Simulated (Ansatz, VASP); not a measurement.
# Two plane-wave programs on W

```xyz
12
Lattice="5.5141 0.0000 0.0000 -1.8380 5.1987 0.0000 0.0000 0.0000 24.2552" Properties=species:S:1:pos:R:3 pbc="T T T"
W     0.9190    1.2997    8.0000
W     0.0000    3.8990    8.0000
W     3.6761    1.2997    8.0000
W     2.7570    3.8990    8.0000
W     1.8394    2.5996   10.1806
W     2.7600   -0.0012   10.1794
W    -0.9205    2.6006   10.1799
W     0.0002   -0.0002   10.1813
W     2.7578    3.8983   12.3818
W     3.6773    1.2990   12.3538
W     0.0024    3.8994   12.3502
W     0.9203    1.3007   12.3570
```

Alike in both runs: task single point; functional PBE; k mesh 4 × 4 × 1; occupations gaussian, width 0.1 eV; no spin polarisation.

|  | VASP | Ansatz |
| --- | --- | --- |
| version | VASP 6.6.1 | Ansatz 0.2.0 |
| potentials or method | VASP PAW PBE potentials, release 64 (W_sv), cutoff 400 eV | scalar-relativistic, plane waves, PAW |
| valence electrons in the cell | 168 | 168 |

VASP gave:

| Property | Result |
| --- | --- |
| gap on the k mesh at the Fermi level (eV) | none |
| rms of the force components (eV/Å) | 0.050 |

Estimate Ansatz's values.

gap on the k mesh at the Fermi level (eV): none; rms of the force components (eV/Å): 0.048.

Atom by atom the forces differ by 0.016 eV/Å (rms over components). A gap of «none» marks a metal or a gap that the smearing closes.

Spin-orbit coupling is off throughout.
